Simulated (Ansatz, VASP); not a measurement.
# WC: VASP beside Ansatz

The input INCAR:

```
SYSTEM = WC
ALGO = Normal ; EDIFF = 1E-6
ENCUT = 520 ; GGA = PS
ISIF = 2 ; ISMEAR = 0
LASPH = .TRUE. ; LCHARG = .FALSE.
LREAL = .FALSE. ; LWAVE = .FALSE.
NBANDS = 16 ; NELM = 100
PREC = Accurate ; SIGMA = 0.15
```

KPOINTS

```
k-points
0
G
  18 18 18
  0 0 0
```

Contents of POSCAR:

```
WC
1.0
    0.0000000000      2.2803913600      2.1049766400
    2.2803913600      0.0000000000      2.1049766400
    2.2803913600      2.2803913600      0.0000000000
W C
1 1
Direct
    0.0000000000      0.0000000000      0.0000000000
    0.5000000000      0.5000000000      0.5000000000
```

Input for Ansatz:

```yaml
crystal:
  lattice:
    - [0.0, 2.28039136, 2.10497664]
    - [2.28039136, 0.0, 2.10497664]
    - [2.28039136, 2.28039136, 0.0]
  atoms:
    - { symbol: W, position: [0.0, 0.0, 0.0] }
    - { symbol: C, position: [0.5, 0.5, 0.5] }
basis:
  ecutwfc: 420
kpoints:
  mp_grid: { grid: [18, 18, 18] }
hamiltonian:
  xc: pbesol
scf:
  occupations: { method: gaussian, width: 0.15 }
output:
  forces: true
  stress: true
  eigenvalues: true
```

Change from the starting cell: strain +0.040 along x and y, -0.040 along z, atoms carried along.

Alike in both runs: task single point; functional PBEsol; k mesh 18 × 18 × 18; occupations gaussian, width 0.15 eV; no spin polarisation.

```csv
,VASP,Ansatz
version,VASP 6.6.1,Ansatz 0.2.0
potentials or method,"VASP PAW PBE potentials, release 64 (W_sv, C), cutoff 520 eV","scalar-relativistic, plane waves, PAW"
valence electrons in the cell,18,18
```

```csv
,VASP,Ansatz,Ansatz less VASP
gap on the k mesh at the Fermi level (eV),none,none,-
pressure (GPa),-16.4,-17.3,-0.85
"traceless stress, the component that is largest in VASP (GPa)",28.54,28.36,-0.172
```

VASP's potentials were made for PBE, not for PBEsol. A gap of «none» marks a metal or a gap that the smearing closes. The functional is the same, so the differences come from potentials, cutoffs and numerics.

Neither program's run includes spin-orbit coupling.
